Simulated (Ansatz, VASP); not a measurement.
**Ga3BiAs2 in VASP and in Ansatz**

INCAR

```
SYSTEM = Ga3BiAs2
PREC = Accurate
ENCUT = 520
EDIFF = 1E-6
ISMEAR = -1
SIGMA = 0.02
LREAL = .False.
LASPH = .True.
NELM = 80
ALGO = Normal
ISIF = 2
LWAVE = .False.
LCHARG = .True.
GGA = PE
LELF = .True.
LVHAR = .True.
NBANDS = 41
```

Contents of KPOINTS:

```
Automatic mesh
0
Gamma
  6 6 2
  0 0 0
```

Contents of POSCAR:

```
Ga3BiAs2
1.0
    4.1406108812      0.0000000000      0.0000000000
   -2.0703054406      3.5858742103      0.0000000000
    0.0000000000      0.0000000000     10.2005554891
As Bi Ga
2 1 3
Direct
    0.0000000000      0.0000000000      0.0104719634
    0.3333333333      0.6666666667      0.3242985591
    0.6666666667      0.3333333333      0.6635836488
    0.3333333333      0.6666666667      0.0833740036
    0.6666666667      0.3333333333      0.3954094505
    0.0000000000      0.0000000000      0.7728623746
```

Input for Ansatz:

```yaml
crystal:
  lattice:
    - [4.1406108812, 0.0, 0.0]
    - [-2.0703054406, 3.5858742103, 0.0]
    - [0.0, 0.0, 10.2005554891]
  atoms:
    - { symbol: As, position: [0.0, 0.0, 0.0104719634] }
    - { symbol: As, position: [0.3333333333, 0.6666666667, 0.3242985591] }
    - { symbol: Bi, position: [0.6666666667, 0.3333333333, 0.6635836488] }
    - { symbol: Ga, position: [0.3333333333, 0.6666666667, 0.0833740036] }
    - { symbol: Ga, position: [0.6666666667, 0.3333333333, 0.3954094505] }
    - { symbol: Ga, position: [0.0, 0.0, 0.7728623746] }
kpoints:
  mp_grid: { grid: [6, 6, 2] }
hamiltonian:
  xc: pbe
scf:
  occupations: { method: fermi_dirac, width: 0.02 }
  n_extra_bands: 5
output:
  forces: true
  stress: true
  eigenvalues: true
```

Alike in both runs: task single point; functional PBE; k mesh 6 × 6 × 2; occupations fermi-dirac, width 0.02 eV; no spin polarisation.

|  | VASP | Ansatz |
| --- | --- | --- |
| version | VASP 6.6.1 | Ansatz 0.2.0 |
| potentials or method | VASP PAW PBE potentials, release 64 (As, Bi_d, Ga_d) | plane waves, PAW |
| plane-wave cutoff (eV) | 520 | 420 |
| valence electrons in the cell | 64 | 84 |

|  | VASP | Ansatz | Ansatz less VASP |
| --- | --- | --- | --- |
| pressure (GPa) | 3.7 | 3.6 | -0.10 |
| traceless stress, the component that is largest in VASP (GPa) | 0.06 | 0.06 | -0.004 |
| rms of the force components (eV/Å) | 0.049 | 0.048 | -0.0011 |

Atom by atom the forces differ by 0.003 eV/Å (rms over components). VASP's potentials hold 64 valence electrons a cell and Ansatz's 84, so a difference there can come from the potentials and not from the codes.

Neither program's run includes spin-orbit coupling.
